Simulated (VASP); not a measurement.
**Re: single point with PBE**

The system is Re.

```
CELL_PARAMETERS angstrom
0.00000 1.97500 1.97500
1.97500 0.00000 1.97500
1.97500 1.97500 0.00000
ATOMIC_POSITIONS crystal
Re 0.00000 0.00000 0.00000
```

```json
{
  "Program": "VASP 6.6.1",
  "Task": "single point",
  "Functional": "PBE",
  "Potentials or basis": "VASP PAW PBE potentials, release 64 (Re)",
  "Cutoff": "520 eV",
  "k mesh": "14 × 14 × 14",
  "Occupations": "fermi-dirac, width 0.03 eV",
  "Spin": "no spin polarisation"
}
```

```yaml
Pressure: -9.8 GPa
```

Levels at points of the mesh, in eV from the Fermi level:
| k point | band 2 | band 3 | band 4 | band 5 | band 6 | band 7 |
| --- | --- | --- | --- | --- | --- | --- |
| (0.00, 0.00, 0.00) | -1.77 | -1.77 | -1.77 | 1.20 | 1.20 | 13.89 |
| (0.50, 0.00, 0.00) | -1.96 | -1.96 | 0.17 | 3.58 | 3.58 | 9.34 |
| (0.50, 0.50, 0.00) | -5.57 | 2.64 | 3.53 | 4.27 | 4.27 | 11.93 |

Run time: 44 s on 1 thread of AMD EPYC 7R13, with other jobs on the host, peak memory 0.12 GiB.

Caveat: spin-orbit coupling is left out, which moves the levels of the heavy elements.
